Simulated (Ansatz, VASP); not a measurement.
# TlAgS2 in VASP and in Ansatz

The input INCAR:

```
SYSTEM = TlAgS2
PREC = Accurate
ENCUT = 520
EDIFF = 1E-6
ISMEAR = 0
SIGMA = 0.1
LREAL = .FALSE.
LASPH = .TRUE.
NELM = 150
ALGO = Normal
ISIF = 2
LWAVE = .FALSE.
LCHARG = .FALSE.
ISPIN = 2
MAGMOM = 0 1 0 0
LORBIT = 11
LMAXMIX = 4
GGA = PE
NBANDS = 30
```

Contents of KPOINTS:

```
Automatic mesh
0
G
  4 4 4
  0 0 0
```

Contents of POSCAR:

```
TlAgS2
1.0
    4.2095897233      0.0000000000      0.0000000000
    0.0000000000      4.2095897233      0.0000000000
    0.0000000000      0.0000000000      5.9884591313
Tl Ag S
1 1 2
Direct
    0.5000000000      0.5000000000      0.5000000000
    0.0000000000      0.0000000000      0.0000000000
    0.5000000000      0.0000000000      0.2409972653
    0.0000000000      0.5000000000      0.7590027347
```

Input for Ansatz:

```yaml
crystal:
  lattice:
    - [4.2095897233, 0.0, 0.0]
    - [0.0, 4.2095897233, 0.0]
    - [0.0, 0.0, 5.9884591313]
  atoms:
    - { symbol: Tl, position: [0.5, 0.5, 0.5] }
    - { symbol: Ag, position: [0.0, 0.0, 0.0], spin: 1.0 }
    - { symbol: S, position: [0.5, 0.0, 0.2409972653] }
    - { symbol: S, position: [0.0, 0.5, 0.7590027347] }
basis:
  ecutwfc: 420
kpoints:
  mp_grid: { grid: [4, 4, 4] }
hamiltonian:
  xc: pbe
scf:
  occupations: { method: gaussian, width: 0.1 }
  lower_state_search: "off"
output:
  forces: true
  stress: true
  eigenvalues: true
  populations: true
magnetization:
  spin_polarized: true
```

Alike in both runs: task single point; functional PBE; k mesh 4 × 4 × 4; occupations gaussian, width 0.1 eV; collinear spin.

|  | VASP | Ansatz |
| --- | --- | --- |
| version | VASP 6.6.1 | Ansatz 0.2.0 |
| potentials or method | VASP PAW PBE potentials, release 64 (Tl_d, Ag, S), cutoff 520 eV | scalar-relativistic, plane waves, PAW |
| valence electrons in the cell | 36 | 44 |

VASP gave:

* gap on the k mesh at the Fermi level (eV): none
* pressure (GPa): -0.1
* net moment per atom (μB): 0.00

Task: What did Ansatz give for the same quantities?

Result: gap on the k mesh at the Fermi level (eV): none; pressure (GPa): 0.0; net moment per atom (μB): 0.00.

A gap of «none» marks a metal or a gap that the smearing closes. VASP's potentials hold 36 valence electrons a cell and Ansatz's 44, so a difference there can come from the potentials and not from the codes. Ansatz's warnings: seeded moment not kept.

The k mesh is coarse, so the values compare programs but aren't converged. Neither program's run includes spin-orbit coupling.
